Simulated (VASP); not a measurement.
Set up this calculation in VASP 6.6.1, as the native input.

| Item | Value |
| --- | --- |
| Task | single point |
| Functional | r2SCAN |
| Potentials or basis | VASP PAW PBE potentials, release 64 (Hf_pv, O) |
| Cutoff | 520 eV |
| k mesh | 6 × 6 × 6 |
| Occupations | gaussian, width 0.01 eV |
| Spin | no spin polarisation |
| Dipole correction | no |
| Further INCAR settings | ALGO = Normal; EDIFF = 1e-06; NBANDS = 56 |

HfO2:

```
Hf O
1.0
     5.22890    0.00000    0.00000
     0.00000    5.01791    0.00000
     0.00000    0.00000    5.04223
Hf O
4 8
Direct
  0.01809 0.25965 0.22522
  0.48191 0.25965 0.72522
  0.51809 0.74035 0.22522
  0.98191 0.74035 0.72522
  0.33782 0.06447 0.38796
  0.16218 0.06447 0.88796
  0.76410 0.45280 0.49981
  0.73590 0.45280 0.99981
  0.23590 0.54720 0.99981
  0.26410 0.54720 0.49981
  0.83782 0.93553 0.38796
  0.66218 0.93553 0.88796
```

This cell differs from its parent crystal: atoms displaced along a vibrational mode.

These files were run (other wordings do the same):

POSCAR

```
HfO2
1.0
    5.2288996059      0.0000000000      0.0000000000
    0.0000000000      5.0179112798      0.0000000000
    0.0000000000      0.0000000000      5.0422344741
Hf O
4 8
Direct
    0.0180935614      0.2596529453      0.2252230591
    0.4819064394      0.2596529453      0.7252230591
    0.5180935614      0.7403470532      0.2252230591
    0.9819064394      0.7403470532      0.7252230591
    0.3378153114      0.0644679571      0.3879624422
    0.1621846893      0.0644679571      0.8879624422
    0.7640952430      0.4528000645      0.4998144987
    0.7359047577      0.4528000645      0.9998144987
    0.2359047577      0.5471999385      0.9998144987
    0.2640952385      0.5471999385      0.4998144987
    0.8378153114      0.9355320414      0.3879624422
    0.6621846893      0.9355320414      0.8879624422
```

INCAR.step1

```
SYSTEM = HfO2
PREC     = Accurate       ! precision mode
ENCUT    = 520            ! plane-wave cutoff, eV
ISMEAR   = 0              ! smearing method
SIGMA    = 0.01           ! smearing width, eV
LREAL    = .FALSE.        ! projectors in reciprocal space
LASPH    = .TRUE.         ! aspherical terms in the spheres
NELM     = 80             ! most SCF steps
NBANDS   = 56             ! bands
GGA      = PE             ! functional
ALGO     = Normal         ! electronic algorithm
EDIFF    = 1E-4           ! SCF threshold, eV
LWAVE    = .TRUE.         ! write WAVECAR
LCHARG   = .FALSE.        ! write CHGCAR
```

INCAR.step2

```
SYSTEM = HfO2
PREC     = Accurate       ! precision mode
ENCUT    = 520            ! plane-wave cutoff, eV
EDIFF    = 1E-6           ! SCF threshold, eV
ISMEAR   = 0              ! smearing method
SIGMA    = 0.01           ! smearing width, eV
LREAL    = .FALSE.        ! projectors in reciprocal space
LASPH    = .TRUE.         ! aspherical terms in the spheres
NELM     = 80             ! most SCF steps
ALGO     = Normal         ! electronic algorithm
ISIF     = 2              ! what is computed and relaxed
LWAVE    = .FALSE.        ! write WAVECAR
LCHARG   = .FALSE.        ! write CHGCAR
METAGGA  = R2SCAN         ! meta-GGA
LMIXTAU  = .TRUE.       
NBANDS   = 56             ! bands
ISTART   = 1
```

KPOINTS

```
regular mesh
0
G
  6 6 6
  0 0 0
```

Potentials or basis: VASP PAW PBE potentials, release 64 (Hf_pv, O).

Command:

```bash
$ cat potpaw_PBE.64/Hf_pv/POTCAR potpaw_PBE.64/O/POTCAR > POTCAR
$ cp INCAR.step1 INCAR
$ mpirun -np 1 vasp_std > vasp.out
$ cp INCAR.step2 INCAR
$ mpirun -np 1 vasp_std > vasp.out
```

It gave:

```yaml
Pressure: 0.7 GPa
Largest_force: 1.105 eV/Å
Band_gap_on_the_k_mesh: 4.63 eV (least direct gap 5.19 eV)
```

Caveat: the cell differs from its parent crystal (atoms displaced along a vibrational mode); the PAW data sets were made with another functional, which shifts forces and pressure a little; spin-orbit coupling is left out, which moves the levels of the heavy elements.

It took 39 min on 1 thread of Oxide Virtual Turin-like Processor (shared host), peak memory 0.46 GiB.
